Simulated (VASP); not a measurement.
# C (P6_3/mmc) in VASP: relaxation of cell and atoms with PBE

Aim: the relaxation of cell and atoms of C with PBE.

Everything below comes from runs of VASP 6.6.1. Logs are shortened: lines on timing, memory, paths and dates and some standing lists are left out, and cuts for length are marked.

### Step 1. The cell of the first run

The structure is hexagonal, space group P6_3/mmc (No. 194). Conventional cell: a = 2.107 Å, b = 2.107 Å, c = 3.441 Å, α = 90.00°, β = 90.00°, γ = 120.00°. Within 2.8 Å of C (site symmetry -6m2) lie 12 C at 2.11 Å.

### Step 2. Relaxation of cell and atoms, PBE

INCAR

```
SYSTEM = C
  PREC = Accurate
  ENCUT = 910
  EDIFF = 1E-7
  ISMEAR = -1
  SIGMA = 0.1
  LREAL = .False.
  LASPH = .True.
  NELM = 120
  ALGO = Normal
  ISIF = 3
  LWAVE = .False.
  LCHARG = .False.
  GGA = PE
  IBRION = 2
  NSW = 80
  EDIFFG = -0.01
  GGA_COMPAT = .False.
  NELMIN = 4
```

KPOINTS

```
Automatic mesh
0
Gamma
  17 17 9
  0 0 0
```

POSCAR

```
C
1.0
    2.1071951087      0.0000000000      0.0000000000
   -1.0535975543      1.8248844949      0.0000000000
    0.0000000000      0.0000000000      3.4410496125
C
2
Direct
    0.3333333333      0.6666666667      0.2500000000
    0.6666666667      0.3333333333      0.7500000000
```

Potentials or basis: VASP PAW PBE potentials, release 64 (C_h).

The run is started by

```
$ cat potpaw_PBE.64/C_h/POTCAR > POTCAR
$ mpirun -np 1 vasp_std > vasp.out
```

OUTCAR:

```text
SYSTEM = C
   PREC = Accurate
   ENCUT = 910
   EDIFF = 1E-7
   ISMEAR = -1
   LREAL = .False.
   LASPH = .True.
   NELM = 120
   ISIF = 3
   GGA = PE
   IBRION = 2
   NSW = 80
   EDIFFG = -0.01
   NELMIN = 4

 ion  position               nearest neighbor table
   1  0.333  0.667  0.250-
   2  0.667  0.333  0.750-

  LATTYP: Found a hexagonal cell.
 ALAT       =     2.1071951087
 C/A-ratio  =     1.6330000000

  Lattice vectors:

 A1 = (   2.1071951087,   0.0000000000,   0.0000000000)
 A2 = (  -1.0535975543,   1.8248844949,   0.0000000000)
 A3 = (   0.0000000000,   0.0000000000,   3.4410496125)

Analysis of symmetry for initial positions (statically):
=====================================================================
 Subroutine PRICEL returns:
 Original cell was already a primitive cell.

 Routine SETGRP: Setting up the symmetry group for a
 hexagonal supercell.

 Subroutine GETGRP returns: Found 24 space group operations
 (whereof 12 operations were pure point group operations)
 out of a pool of 24 trial point group operations.

The static configuration has the point symmetry D_3d.
 The point group associated with its full space group is D_6h.

Analysis of symmetry for dynamics (positions and initial velocities):
=====================================================================
 Subroutine PRICEL returns:
 Original cell was already a primitive cell.

 Routine SETGRP: Setting up the symmetry group for a
 hexagonal supercell.

 Subroutine GETGRP returns: Found 24 space group operations
 (whereof 12 operations were pure point group operations)
 out of a pool of 24 trial point group operations.

The dynamic configuration has the point symmetry D_3d.
 The point group associated with its full space group is D_6h.

 Subroutine INISYM returns: Found 24 space group operations
 (whereof 12 operations are pure point group operations),
 and found     1 'primitive' translations

----------------------------------------------------------------------------------------

                                     Primitive cell

  volume of cell :      13.2322

  direct lattice vectors                    reciprocal lattice vectors
     2.107195109  0.000000000  0.000000000     0.474564503  0.273989944  0.000000000
    -1.053597554  1.824884495  0.000000000     0.000000000  0.547979887  0.000000000
     0.000000000  0.000000000  3.441049613     0.000000000  0.000000000  0.290609004

  length of vectors
     2.107195109  2.107195109  3.441049613     0.547979887  0.547979887  0.290609004

  position of ions in fractional coordinates (direct lattice)
     0.333333333  0.666666667  0.250000000
     0.666666667  0.333333333  0.750000000

  ion indices of the primitive-cell ions
   primitive index   ion index
                 1           1
                 2           2

----------------------------------------------------------------------------------------

 KPOINTS: Automatic mesh

Automatic generation of k-mesh.
 Grid dimensions read from file:
 generate k-points for:   17   17    9

 Generating k-lattice:

  Cartesian coordinates                     Fractional coordinates (reciprocal lattice)
     0.027915559  0.016117056  0.000000000     0.058823529 -0.000000000  0.000000000
     0.000000000  0.032234111  0.000000000     0.000000000  0.058823529  0.000000000
     0.000000000  0.000000000  0.032289889     0.000000000  0.000000000  0.111111111

  Length of vectors
     0.032234111  0.032234111  0.032289889

  Shift w.r.t. Gamma in fractional coordinates (k-lattice)
     0.000000000  0.000000000  0.000000000

 Subroutine IBZKPT returns following result:
 ===========================================

 Found    165 irreducible k-points:

 Following reciprocal coordinates:
            Coordinates               Weight
  0.000000  0.000000  0.000000      1.000000
  0.058824 -0.000000  0.000000      6.000000
  0.117647  0.000000  0.000000      6.000000
  0.176471 -0.000000  0.000000      6.000000
  0.235294  0.000000  0.000000      6.000000
  0.294118 -0.000000  0.000000      6.000000
[... 16 lines left out ...]
  0.411765  0.117647  0.000000     12.000000
  0.176471  0.176471  0.000000      6.000000
 [... further k-points ...]
   k-points           NKPTS =    165   k-points in BZ     NKDIM =    165   number of bands    NBANDS=      8
   number of dos      NEDOS =    301   number of ions     NIONS =      2
   total plane-waves  NPLWV =  20736
   dimension x,y,z NGX =    24 NGY =   24 NGZ =   36
   dimension x,y,z NGXF=    48 NGYF=   48 NGZF=   72
   ions per type =               2
   NGX,Y,Z   is equivalent  to a cutoff of  18.93, 18.93, 17.39 a.u.
   NGXF,Y,Z  is equivalent  to a cutoff of  37.87, 37.87, 34.79 a.u.
 SYSTEM =  C
   PREC   = accura    normal or accurate (medium, high low for compatibility)
   ISTART =      0    job   : 0-new  1-cont  2-samecut
   ICHARG =      2    charge: 1-file 2-atom 10-const
   ISPIN  =      1    spin polarized calculation?
   LNONCOLLINEAR =      F non collinear calculations
   LSORBIT =      F    spin-orbit coupling
   LASPH  =      T    aspherical Exc in radial PAW
   ENCUT  =  910.0 eV  66.88 Ry    8.18 a.u.   5.18  5.18  8.46*2*pi/ulx,y,z
   NELM   =    120;   NELMIN=  4; NELMDL= -5     # of ELM steps
   EDIFF  = 0.1E-06   stopping-criterion for ELM
   LREAL  =      F    real-space projection
   EDIFFG = -.1E-01   stopping-criterion for IOM
   NSW    =     80    number of steps for IOM
   IBRION =      2    ionic relax: 0-MD 1-quasi-New 2-CG
   NFREE  =      1    steps in history (QN), initial steepest desc. (CG)
   ISIF   =      3    stress and relaxation
   ISYM   =      2    0-nonsym 1-usesym 2-fastsym
   POTIM  = 0.5000    time-step for ionic-motion
   TEBEG  =    0.0;   TEEND  =   0.0 temperature during run
   PSTRESS=    0.0 pullay stress
   NELECT =       8.0000    total number of electrons
   NUPDOWN=      -1.0000    fix difference up-down
   EMIN   =  10.00;   EMAX   =-10.00  energy-range for DOS
   EFERMI =   0.00;   METHOD = LEGACY
   ISMEAR =    -1;   SIGMA  =   0.10  broadening in eV -4-tet -1-fermi 0-gaus
   EFERMI_NEDOS =   21; number of points for ismear=-14 and -15
   IALGO  =     38    algorithm
   IMIX   =      4    mixing-type and parameters
     AMIX     =   0.40;   BMIX     =  1.00
     AMIX_MAG =   1.60;   BMIX_MAG =  1.00
  volume/ion in A,a.u.               =       6.62        44.65
  Fermi-wavevector in a.u.,A,eV,Ry     =   1.384292  2.615933 26.072371  1.916265
  Thomas-Fermi vector in A             =   2.508810
   LORBIT       =      0    0 simple, 1 ext, 2 COOP (PROOUT), +10 PAW based schemes
   GGA     = PE    functional components
   LHFCALC =     F    Hartree Fock is set to
   AEXX    =    0.0000 exact exchange contribution
   IVDW    =     0    specifies the selected vdW correction
   LEPSILON=     F    determine dielectric tensor
   LRPA    =     F    only Hartree local field effects (RPA)
 conjugate gradient relaxation of ions
 non-spin polarized calculation
  energy-cutoff  :      910.00
  volume of cell :       13.23
 maximum number of plane-waves:       841
 NGX is ok and might be reduce to    24
   NGX = 11   NGY = 11   NGZ = 17

--------------------------------------- Ionic step        1  -------------------------------------------

 number of electron       8.0000000 magnetization

 Free energy of the ion-electron system (eV)
  ---------------------------------------------------
  ext. energy  EPLUGINS =         0.00000000
  ---------------------------------------------------
  free energy    TOTEN  =        -9.47531442 eV

  energy without entropy =       -9.45703680  energy(sigma->0) =       -9.46617561

------------------------ aborting loop because EDIFF is reached ----------------------------------------

  FORCE on cell =-STRESS in cart. coord.  units (eV):
  Direction    XX          YY          ZZ          XY          YZ          ZX
  --------------------------------------------------------------------------------------
  -------------------------------------------------------------------------------------
  Total        0.5589126      0.5589126      0.9550368      0.0000000      0.0000000      0.0000000
  in kB       67.6742484     67.6742484    115.6377504      0.0000000      0.0000000      0.0000000
  external PRESSURE =      83.6620824 kB  Pullay stress =       0.0000000 kB
[... 89 lines left out ...]
  FREE ENERGIE OF THE ION-ELECTRON SYSTEM (eV)
  ---------------------------------------------------
  free  energy   TOTEN  =        -9.4941176859 eV

  energy  without entropy=       -9.4759890665  energy(sigma->0) =       -9.48505338

 E-fermi :   9.8556     XC(G=0): -12.7374

 val. band max:        9.8490509220   @ k =   0.3529  -0.0000   0.2222
 cond. band min:       9.8560885166   @ k =   0.2941   0.1765   0.2222
 fundamental gap:      0.0070375946
 Fermi energy:         9.8555972645

 k-point     1 :       0.0000    0.0000    0.0000
  band No.  band energies     occupation
      1     -12.2059      2.00000
      2     -10.6528      2.00000
      3      -1.2505      2.00000
      4       4.9938      2.00000
      5      16.7691      0.00000
      6      25.6754      0.00000
      7      25.6754      0.00000
      8      25.7633      0.00000
[... 243 lines left out ...]
 k-point    24 :       0.1765    0.1765    0.0000
  band No.  band energies     occupation
      1      -7.3967      2.00000
      2      -6.1127      2.00000
      3       4.4186      2.00000
      4       9.8721      0.91774
      5      15.5465      0.00000
      6      16.1788      0.00000
      7      16.3186      0.00000
      8      16.6542      0.00000

 [... further k-points ...]

[... ionic steps 4 to 26 ...]

--------------------------------------- Ionic step       27  -------------------------------------------

 number of electron       8.0000000 magnetization

------------------------ aborting loop because EDIFF is reached ----------------------------------------
[... 67 lines left out ...]
--------------------------------------- Ionic step       29  -------------------------------------------

 number of electron       8.0000000 magnetization

 Free energy of the ion-electron system (eV)
  ---------------------------------------------------
  ext. energy  EPLUGINS =         0.00000000
  ---------------------------------------------------
  free energy    TOTEN  =       -10.06120822 eV

  energy without entropy =      -10.04229992  energy(sigma->0) =      -10.05175407

 E-fermi :  10.0613     XC(G=0): -12.7951

 val. band max:       10.0436565016   @ k =   0.3529  -0.0000   0.2222
 cond. band min:      10.0660537175   @ k =   0.2941   0.1765   0.2222
 fundamental gap:      0.0223972159
 Fermi energy:        10.0612535374

 k-point     1 :       0.0000    0.0000    0.0000
  band No.  band energies     occupation
      1     -12.2153      2.00000
      2     -10.6534      2.00000
      3      -1.2238      2.00000
      4       5.0515      2.00000
      5      16.8881      0.00000
      6      26.1117      0.00000
      7      26.1117      0.00000
      8      26.1992      0.00000
[... 243 lines left out ...]
 k-point    24 :       0.1765    0.1765    0.0000
  band No.  band energies     occupation
      1      -7.3694      2.00000
      2      -6.0820      2.00000
      3       4.5136      2.00000
      4      10.0043      1.27717
      5      15.8259      0.00000
      6      16.4911      0.00000
      7      16.5826      0.00000
      8      16.9499      0.00000

 [... further k-points ...]
[... 5 lines left out ...]
  --------------------------------------------------------------------------------------
  -------------------------------------------------------------------------------------
  Total        0.0113134      0.0113134     -0.0189407      0.0000000     -0.0000000      0.0000000
  in kB        1.3672821      1.3672821     -2.2890877      0.0000000     -0.0000000      0.0000000
  external PRESSURE =       0.1484922 kB  Pullay stress =       0.0000000 kB
[... 17 lines left out ...]
  FREE ENERGIE OF THE ION-ELECTRON SYSTEM (eV)
  ---------------------------------------------------
  free  energy   TOTEN  =       -10.0612082237 eV

  energy  without entropy=      -10.0422999229  energy(sigma->0) =      -10.05175407

 reached required accuracy - stopping structural energy minimisation
```

Run time: 7 min. Hardware: 1 thread of Intel Xeon Platinum 8259CL at 2.50GHz (Skylake/Cascade Lake), shared host; peak memory 0.17 GiB.

Results:

- Free energy: -10.0612 eV
- Relaxed volume: 6.63 Å³/atom
- Relaxed cell: a = 1.716 Å, b = 1.716 Å, c = 5.196 Å, α = 90.00°, β = 90.00°, γ = 120.00°
- Space group after relaxing (to 0.1 Å): P6_3/mmc (No. 194)
- Energy gained by relaxing: 292.9 meV/atom
- Ionic steps: 29
- Pressure after relaxing: 0.0 GPa
- Band gap on the k mesh: zero (bands 4 and 5 overlap by 2.86 eV)

Stress tensor (GPa, compression positive):
```
 0.14  0.00  0.00
 0.00  0.14  0.00
 0.00  0.00 -0.23
```

Step by step:
| step | energy change (eV) | largest force (eV/Å) | pressure (GPa) | volume (Å³) |
| --- | --- | --- | --- | --- |
| 1 | 0.0000 | 0.0000 | 8.37 | 13.23 |
| 2 | -0.0188 | 0.0000 | -0.06 | 13.90 |
| 3 | -0.0188 | 0.0000 | -0.29 | 13.92 |
| 4 | -0.0193 | 0.0000 | -0.18 | 13.91 |
| 5 | -0.0198 | 0.0000 | 0.04 | 13.89 |
| 6 | -0.0223 | 0.0000 | 0.55 | 13.83 |
| 7 | -0.0428 | 0.0000 | 1.65 | 13.72 |
| 8 | -0.0965 | 0.0000 | 4.85 | 13.46 |
| 9 | -0.1990 | 0.0000 | 13.73 | 12.82 |
| 10 | -0.2800 | 0.0000 | 53.98 | 11.12 |
| 11 | -0.2126 | 0.0000 | 19.52 | 12.38 |
| 12 | -0.2929 | 0.0000 | 26.92 | 11.78 |
| 13 | -0.3313 | 0.0000 | 38.86 | 11.37 |
| 14 | -0.3195 | 0.0000 | 44.88 | 11.26 |
| 15 | -0.3350 | 0.0000 | 42.96 | 11.32 |
| 16 | -0.3780 | 0.0000 | 37.39 | 11.48 |
| 17 | -0.4485 | 0.0000 | 27.03 | 11.82 |
| 18 | -0.5345 | 0.0000 | 11.23 | 12.52 |
| 19 | -0.5658 | 0.0000 | -4.63 | 13.99 |
| 20 | -0.5718 | 0.0000 | -1.38 | 13.60 |
| 21 | -0.5720 | 0.0000 | -0.78 | 13.53 |
| 22 | -0.5747 | 0.0000 | -0.92 | 13.53 |
| 23 | -0.5804 | 0.0000 | -1.29 | 13.53 |
| 24 | -0.5834 | 0.0000 | -2.75 | 13.52 |
| 25 | -0.5835 | 0.0000 | -2.54 | 13.52 |
| 26 | -0.5849 | 0.0000 | -1.79 | 13.42 |
| 27 | -0.5849 | 0.0000 | 2.19 | 13.13 |
| 28 | -0.5858 | 0.0000 | -0.52 | 13.30 |
| 29 | -0.5859 | 0.0000 | 0.01 | 13.26 |

Final structure:
```
CELL_PARAMETERS angstrom
1.71645 0.00000 0.00000
-0.85823 1.48649 0.00000
0.00000 0.00000 5.19579
ATOMIC_POSITIONS crystal
C 0.33333 0.66667 0.25000
C 0.66667 0.33333 0.75000
```

Caveat: a cell axis changed by over 15 % at a fixed basis, so the end point is rough.

The gap in the log of VASP goes by the Fermi energy; the results here count the filled bands.